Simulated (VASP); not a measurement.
Write the native input for VASP 6.6.1 that does the following.

```
Task                   : single point
Functional             : LDA
Potentials or basis    : VASP PAW LDA potentials, release 64 (Ga_d, Cu)
Cutoff                 : 600 eV
k mesh                 : 6 × 6 × 6
Occupations            : methfessel-paxton, width 0.05 eV
Spin                   : no spin polarisation
Dipole correction      : no
Further INCAR settings : ALGO = Normal; EDIFF = 1e-06; NBANDS = 31
```

The structure of GaCu3 lies in POSCAR:

```
GaCu3
1.0
    3.6453950000      0.0000000000      0.0000000000
    0.0000000000      3.6453950000      0.0000000000
    0.0000000000      0.0000000000      3.6453950000
Ga Cu
1 3
Direct
    0.0000000000      0.0000000000      0.0000000000
    0.5000000000      0.0000000000      0.5000000000
    0.5000000000      0.5000000000      0.0000000000
    0.0000000000      0.5000000000      0.5000000000
```

The input as run:

INCAR

```
SYSTEM = GaCu3
PREC = Accurate
ENCUT = 600
EDIFF = 1E-6
ISMEAR = 1
SIGMA = 0.05
LREAL = .False.
LASPH = .True.
NELM = 120
ALGO = Normal
ISIF = 2
LWAVE = .False.
LCHARG = .False.
GGA = CA
NBANDS = 31
GGA_COMPAT = .False.
```

KPOINTS

```
Automatic mesh
0
Gamma
  6 6 6
  0 0 0
```

Potentials or basis: VASP PAW LDA potentials, release 64 (Ga_d, Cu).

The run is started by

```console
$ cat potpaw_LDA.64/Ga_d/POTCAR potpaw_LDA.64/Cu/POTCAR > POTCAR
$ mpirun -np 1 vasp_std > vasp.out
```

Results of the run:

```
Pressure               : -6.1 GPa
Band gap on the k mesh : zero (band 23 reaches 11.59 eV, above the bottom of band 24 at 6.35 eV)
```

Wall time 14 s on 1 thread of Intel(R) Xeon(R) 6975P-C (Granite Rapids) (shared host), peak memory 0.16 GiB.
